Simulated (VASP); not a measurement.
Wanted: the native input for a VASP 6.6.1 run.

* Task: single point
* Functional: PBE
* Dispersion: D3(BJ)
* Potentials or basis: VASP PAW PBE potentials, release 64 (Pt, Se)
* Cutoff: 520 eV
* k mesh: 8 × 8 × 6
* Occupations: fermi-dirac, width 0.1 eV
* Spin: no spin polarisation
* Dipole correction: no
* Further INCAR settings: ALGO = Normal; EDIFF = 1e-06; NBANDS = 18

The structure of PtSe2 lies in POSCAR:

```
PtSe2
1.0
    3.7725151314      0.0000000000      0.0000000000
   -1.8862575657      3.2670939399      0.0000000000
    0.0000000000      0.0000000000      4.8152312915
Pt Se
1 2
Direct
    0.0000000000      0.0000000000      0.0000000000
    0.3333333333      0.6666666667      0.2657482279
    0.6666666667      0.3333333333      0.7342517721
```

One way to write it, as run:

INCAR

```
SYSTEM = PtSe2
ALGO = Normal
EDIFF = 1E-6
ENCUT = 520
GGA = PE
ISIF = 2
ISMEAR = -1
IVDW = 12
LASPH = .True.
LCHARG = .False.
LREAL = .False.
LWAVE = .False.
NBANDS = 18
NELM = 100
PREC = Accurate
SIGMA = 0.1
```

KPOINTS

```
k-points
0
Gamma
  8 8 6
  0 0 0
```

Potentials or basis: VASP PAW PBE potentials, release 64 (Pt, Se).

Command:

```sh
$ cat potpaw_PBE.64/Pt/POTCAR potpaw_PBE.64/Se/POTCAR > POTCAR
$ mpirun -np 1 vasp_std > vasp.out
```

Results of the run:

```
Pressure                   : 0.0 GPa
Largest force              : 0.007 eV/Å
Band gap on the k mesh     : zero (bands 11 and 12 overlap by 0.81 eV)
Dispersion energy per atom : -0.491 eV
```

Caveat: spin-orbit coupling is left out, which moves the levels of the heavy elements.

It took 16 s on 1 thread of Intel(R) Xeon(R) 6975P-C (Granite Rapids), with other jobs on the host, peak memory 0.21 GiB.
